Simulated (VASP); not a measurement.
# GaSb (F-43m) in VASP: single point with RPBE

Aim: the single point of GaSb with RPBE.

All numbers are computed with VASP 6.6.1; they aren't measurements. Logs are shortened: lines on timing, memory, paths and dates and some standing lists are left out, and cuts for length are marked.

## (1) The cell of the first run

Symmetry: F-43m, No. 216, cubic system. Conventional cell: a = 6.118 Å, b = 6.118 Å, c = 6.118 Å, α = 90.00°, β = 90.00°, γ = 90.00°. Within 3.5 Å of Ga (site symmetry -43m) lie 4 Sb at 2.65 Å. Sb (site symmetry -43m) has 4 Ga at 2.65 Å within 3.5 Å.

## (2) Single point, RPBE

INCAR

```
SYSTEM = GaSb
PREC = Accurate
ENCUT = 500
EDIFF = 1E-6
ISMEAR = 0
SIGMA = 0.01
LREAL = .False.
LASPH = .True.
NELM = 120
ALGO = Normal
ISIF = 2
LWAVE = .False.
LCHARG = .False.
GGA = RP
NBANDS = 16
GGA_COMPAT = .False.
```

KPOINTS

```
Automatic mesh
0
Gamma
  6 6 6
  0 0 0
```

POSCAR

```
GaSb
1.0
    0.0000000000      3.0590000000      3.0590000000
    3.0590000000      0.0000000000      3.0590000000
    3.0590000000      3.0590000000      0.0000000000
Ga Sb
1 1
Direct
    0.0000000000      0.0000000000      0.0000000000
    0.2500000000      0.2500000000      0.2500000000
```

Potentials or basis: VASP PAW PBE potentials, release 64 (Ga_d, Sb).

Launch:

```bash
cat potpaw_PBE.64/Ga_d/POTCAR potpaw_PBE.64/Sb/POTCAR > POTCAR
mpirun -np 1 vasp_std > vasp.out
```

OUTCAR:

```text
SYSTEM = GaSb
   PREC = Accurate
   ENCUT = 500
   EDIFF = 1E-6
   ISMEAR = 0
   LREAL = .False.
   LASPH = .True.
   NELM = 120
   ISIF = 2
   GGA = RP

 ion  position               nearest neighbor table
   1  0.000  0.000  0.000-   2 2.65   2 2.65   2 2.65   2 2.65
   2  0.250  0.250  0.250-   1 2.65   1 2.65   1 2.65   1 2.65

  LATTYP: Found a face centered cubic cell.
 ALAT       =     6.1180000000

  Lattice vectors:

 A1 = (   0.0000000000,   3.0590000000,   3.0590000000)
 A2 = (   3.0590000000,   0.0000000000,   3.0590000000)
 A3 = (   3.0590000000,   3.0590000000,   0.0000000000)

Analysis of symmetry for initial positions (statically):
=====================================================================
 Subroutine PRICEL returns:
 Original cell was already a primitive cell.

 Routine SETGRP: Setting up the symmetry group for a
 face centered cubic supercell.

 Subroutine GETGRP returns: Found 24 space group operations
 (whereof 24 operations were pure point group operations)
 out of a pool of 48 trial point group operations.

The static configuration has the point symmetry T_d .

Analysis of symmetry for dynamics (positions and initial velocities):
=====================================================================
 Subroutine PRICEL returns:
 Original cell was already a primitive cell.

 Routine SETGRP: Setting up the symmetry group for a
 face centered cubic supercell.

 Subroutine GETGRP returns: Found 24 space group operations
 (whereof 24 operations were pure point group operations)
 out of a pool of 48 trial point group operations.

The dynamic configuration has the point symmetry T_d .

 Subroutine INISYM returns: Found 24 space group operations
 (whereof 24 operations are pure point group operations),
 and found     1 'primitive' translations

----------------------------------------------------------------------------------------

                                     Primitive cell

  volume of cell :      57.2491

  direct lattice vectors                    reciprocal lattice vectors
     0.000000000  3.059000000  3.059000000    -0.163452109  0.163452109  0.163452109
     3.059000000  0.000000000  3.059000000     0.163452109 -0.163452109  0.163452109
     3.059000000  3.059000000  0.000000000     0.163452109  0.163452109 -0.163452109

  length of vectors
     4.326079287  4.326079287  4.326079287     0.283107357  0.283107357  0.283107357

[... 70 lines left out ...]
   NELM   =    120;   NELMIN=  2; NELMDL= -5     # of ELM steps
   EDIFF  = 0.1E-05   stopping-criterion for ELM
   LREAL  =      F    real-space projection
   EDIFFG = 0.1E-04   stopping-criterion for IOM
   NSW    =      0    number of steps for IOM
   IBRION =     -1    ionic relax: 0-MD 1-quasi-New 2-CG
   NFREE  =      0    steps in history (QN), initial steepest desc. (CG)
   ISIF   =      2    stress and relaxation
   ISYM   =      2    0-nonsym 1-usesym 2-fastsym
   POTIM  = 0.5000    time-step for ionic-motion
   TEBEG  =    0.0;   TEEND  =   0.0 temperature during run
   PSTRESS=    0.0 pullay stress
   NELECT =      18.0000    total number of electrons
   NUPDOWN=      -1.0000    fix difference up-down
   EMIN   =  10.00;   EMAX   =-10.00  energy-range for DOS
   EFERMI =   0.00;   METHOD = LEGACY
   ISMEAR =     0;   SIGMA  =   0.01  broadening in eV -4-tet -1-fermi 0-gaus
   EFERMI_NEDOS =   21; number of points for ismear=-14 and -15
   IALGO  =     38    algorithm
   IMIX   =      4    mixing-type and parameters
     AMIX     =   0.40;   BMIX     =  1.00
     AMIX_MAG =   1.60;   BMIX_MAG =  1.00
  volume/ion in A,a.u.               =      28.62       193.17
  Fermi-wavevector in a.u.,A,eV,Ry     =   1.113208  2.103657 16.860766  1.239231
  Thomas-Fermi vector in A             =   2.249790
   LORBIT       =      0    0 simple, 1 ext, 2 COOP (PROOUT), +10 PAW based schemes
   GGA     = RP    functional components
   LHFCALC =     F    Hartree Fock is set to
   AEXX    =    0.0000 exact exchange contribution
   IVDW    =     0    specifies the selected vdW correction
   LEPSILON=     F    determine dielectric tensor
   LRPA    =     F    only Hartree local field effects (RPA)
 non-spin polarized calculation
 Gauss-broadening in eV      SIGMA  =   0.01
  energy-cutoff  :      500.00
  volume of cell :       57.25
 maximum number of plane-waves:      1464
   NGX = 15   NGY = 15   NGZ = 15

 number of electron      17.9999986 magnetization

 Free energy of the ion-electron system (eV)
  ---------------------------------------------------
  ext. energy  EPLUGINS =         0.00000000
  ---------------------------------------------------
  free energy    TOTEN  =        -6.62749914 eV

  energy without entropy =       -6.62749914  energy(sigma->0) =       -6.62749914

 E-fermi :   5.0623     XC(G=0):  -8.9146

 val. band max:        4.9864291283   @ k =   0.0000   0.0000   0.0000
 cond. band min:       5.1172572572   @ k =   0.0000   0.0000   0.0000
 fundamental gap:      0.1308281289
 Fermi energy:         5.0623464931

 k-point     1 :       0.0000    0.0000    0.0000
  band No.  band energies     occupation
      1     -10.0618      2.00000
      2     -10.0618      2.00000
      3     -10.0618      2.00000
      4     -10.0126      2.00000
      5     -10.0126      2.00000
      6      -6.4562      2.00000
[... 281 lines left out ...]
      3     -10.0387      2.00000
      4     -10.0203      2.00000
      5     -10.0108      2.00000
      6      -3.9725      2.00000
[... 8 lines left out ...]
     15      15.0540      0.00000
     16      16.3749      0.00000

------------------------ aborting loop because EDIFF is reached ----------------------------------------

  FORCE on cell =-STRESS in cart. coord.  units (eV):
  Direction    XX          YY          ZZ          XY          YZ          ZX
  --------------------------------------------------------------------------------------
  -------------------------------------------------------------------------------------
  Total        1.4029836      1.4029836      1.4029836     -0.0000000      0.0000000      0.0000000
  in kB       39.2640181     39.2640181     39.2640181     -0.0000000      0.0000000      0.0000000
  external PRESSURE =      39.2640181 kB  Pullay stress =       0.0000000 kB

 VOLUME and BASIS-vectors are now :
 -----------------------------------------------------------------------------
  energy-cutoff  :      500.00
  volume of cell :       57.25
      direct lattice vectors                 reciprocal lattice vectors
     0.000000000  3.059000000  3.059000000    -0.163452109  0.163452109  0.163452109
     3.059000000  0.000000000  3.059000000     0.163452109 -0.163452109  0.163452109
     3.059000000  3.059000000  0.000000000     0.163452109  0.163452109 -0.163452109

 POSITION                                       TOTAL-FORCE (eV/Angst)
 -----------------------------------------------------------------------------------
      0.00000      0.00000      0.00000        -0.000000     -0.000000     -0.000000
      1.52950      1.52950      1.52950         0.000000      0.000000      0.000000
 -----------------------------------------------------------------------------------
    total drift:                                0.000000      0.000000      0.000000

  FREE ENERGIE OF THE ION-ELECTRON SYSTEM (eV)
  ---------------------------------------------------
  free  energy   TOTEN  =        -6.6274991371 eV

  energy  without entropy=       -6.6274991371  energy(sigma->0) =       -6.62749914
```

Run time: 19 s. Hardware: 1 thread of Intel Xeon 8259CL, shared host; peak memory 0.18 GiB.

Results:

```yaml
Free_energy: -6.6275 eV
Pressure: 3.9 GPa
Band_gap_on_the_k_mesh: 0.13 eV, direct
```

Caveat: the PAW data sets were made with another functional, which shifts forces and pressure a little; spin-orbit coupling is left out, which moves the levels of the heavy elements.
